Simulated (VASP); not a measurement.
**KF: single point with LDA**

Crystal: KF.

```
CELL_PARAMETERS angstrom
0.00000 2.93540 2.93540
2.93540 0.00000 2.93540
2.93540 2.93540 0.00000
ATOMIC_POSITIONS crystal
K 0.00000 0.00000 0.00000
F 0.25000 0.25000 0.25000
```

```
Program                : VASP 6.6.1
Task                   : single point
Functional             : LDA
Potentials or basis    : VASP PAW LDA potentials, release 64 (K_sv, F)
Cutoff                 : 520 eV
k mesh                 : 8 × 8 × 8
Occupations            : gaussian, width 0.01 eV
Spin                   : no spin polarisation
Dipole correction      : no
Further INCAR settings : ALGO = Normal; EDIFF = 1e-06; NBANDS = 15
```

The pressure is -2.0 GPa and the band gap on the k mesh is 4.92 eV (least direct gap 5.14 eV).

Levels at points of the mesh, in eV from the valence-band top:
| k point | band 6 | band 7 | band 8 | band 9 | band 10 | band 11 |
| --- | --- | --- | --- | --- | --- | --- |
| (0.00, 0.00, 0.00) | -0.22 | -0.22 | -0.22 | 4.92 | 11.68 | 11.68 |
| (0.50, 0.00, 0.00) | -0.29 | -0.13 | -0.13 | 7.80 | 8.97 | 10.76 |
| (0.50, 0.50, 0.00) | -0.48 | 0.00 | 0.00 | 8.06 | 8.17 | 12.18 |

Run time: 26 s on 1 thread of Intel Xeon 8259CL, on a shared host, peak memory 0.16 GiB.

Caveat: the structure was generated, so it needn't be the stable form of KF. A k mesh can miss the band edges.
